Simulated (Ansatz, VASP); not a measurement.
## ZnSn4N in VASP and in Ansatz

```
Zn Sn N
1.0
     3.32455    0.00000    0.00000
    -1.66228    2.87915    0.00000
     0.00000    0.00000   13.26441
Zn Sn N
1 4 1
Cartesian
  1.6623 0.9597 0.0000
  0.0000 1.9194 8.3030
  0.0000 0.0000 11.6477
  0.0000 0.0000 1.6167
  0.0000 1.9194 4.9614
  1.6623 0.9597 6.6322
```

Change from the starting cell: species swapped into the TaWSe4 type (P-6m2, No. 187).

Alike in both runs: task single point; functional PBE; k mesh 6 × 6 × 2; occupations gaussian, width 0.1 eV; no spin polarisation.

```csv
,VASP,Ansatz
version,VASP 6.6.1,Ansatz 0.2.0
potentials or method,"VASP PAW PBE potentials, release 64 (Zn, Sn_d, N), cutoff 520 eV","scalar-relativistic, plane waves, PAW"
valence electrons in the cell,73,73
```

|  | VASP | Ansatz | Ansatz less VASP |
| --- | --- | --- | --- |
| gap on the k mesh at the Fermi level (eV) | none | none | - |
| pressure (GPa) | 9.6 | 9.5 | -0.03 |
| traceless stress, the component that is largest in VASP (GPa) | -3.82 | -3.84 | -0.026 |
| rms of the force components (eV/Å) | 1.198 | 1.191 | -0.0069 |

Atom by atom the forces differ by 0.011 eV/Å (rms over components). A gap of «none» marks a metal or a gap that the smearing closes. With one functional, cell and mesh, what is left measures potentials, basis and numerics.

The k mesh is coarse, so the values compare programs but aren't converged.
